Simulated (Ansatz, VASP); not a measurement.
## WS2: VASP beside Ansatz

The input INCAR:

```
PREC = Accurate ; ENCUT = 500
EDIFF = 1E-6 ; ISMEAR = 0
SIGMA = 0.01 ; LREAL = F
LASPH = T ; NELM = 120
ALGO = Normal ; ISIF = 2
LWAVE = F ; LCHARG = T
GGA = PE ; LELF = T
LVHAR = T ; NBANDS = 20
GGA_COMPAT = F
```

KPOINTS

```
Automatic mesh
0
Gamma
  2 2 2
```

POSCAR

```
WS2
1.0
    1.5858867090      0.9156121184      6.2374759783
   -1.5858867090      0.9156121184      6.2374759783
    0.0000000000     -1.8312242367      6.2374759783
W S
1 2
Direct
    0.0006662242      0.0006662242      0.0006662242
    0.2505579538      0.2505579538      0.2505579538
    0.4174758221      0.4174758221      0.4174758221
```

Input for Ansatz:

```yaml
crystal:
  lattice:
    - [1.585886709, 0.9156121184, 6.2374759783]
    - [-1.585886709, 0.9156121184, 6.2374759783]
    - [0.0, -1.8312242367, 6.2374759783]
  atoms:
    - { symbol: W, position: [0.0006662242, 0.0006662242, 0.0006662242] }
    - { symbol: S, position: [0.2505579538, 0.2505579538, 0.2505579538] }
    - { symbol: S, position: [0.4174758221, 0.4174758221, 0.4174758221] }
kpoints:
  mp_grid: { grid: [2, 2, 2] }
hamiltonian:
  xc: pbe
scf:
  occupations: { method: fixed }
  n_extra_bands: 4
output:
  forces: true
  stress: true
  eigenvalues: true
```

Alike in both runs: task single point; functional PBE; k mesh 2 × 2 × 2; no spin polarisation.

|  | VASP | Ansatz |
| --- | --- | --- |
| version | VASP 6.6.1 | Ansatz 0.2.0 |
| potentials or method | VASP PAW PBE potentials, release 64 (W_sv, S) | plane waves |
| plane-wave cutoff (eV) | 500 | 420 |
| occupations | gaussian, width 0.01 eV | fixed |
| valence electrons in the cell | 26 | 26 |

|  | VASP | Ansatz | Ansatz less VASP |
| --- | --- | --- | --- |
| gap on the k mesh at the Fermi level (eV) | 1.99 | 1.97 | -0.016 |
| pressure (GPa) | 6.3 | 6.3 | +0.03 |
| traceless stress, the component that is largest in VASP (GPa) | 3.78 | 3.87 | +0.095 |
| rms of the force components (eV/Å) | 0.259 | 0.260 | +0.0013 |

Atom by atom the forces differ by 0.001 eV/Å (rms over components).

The k mesh is coarse, so the values compare programs but aren't converged. Spin-orbit coupling is off throughout.
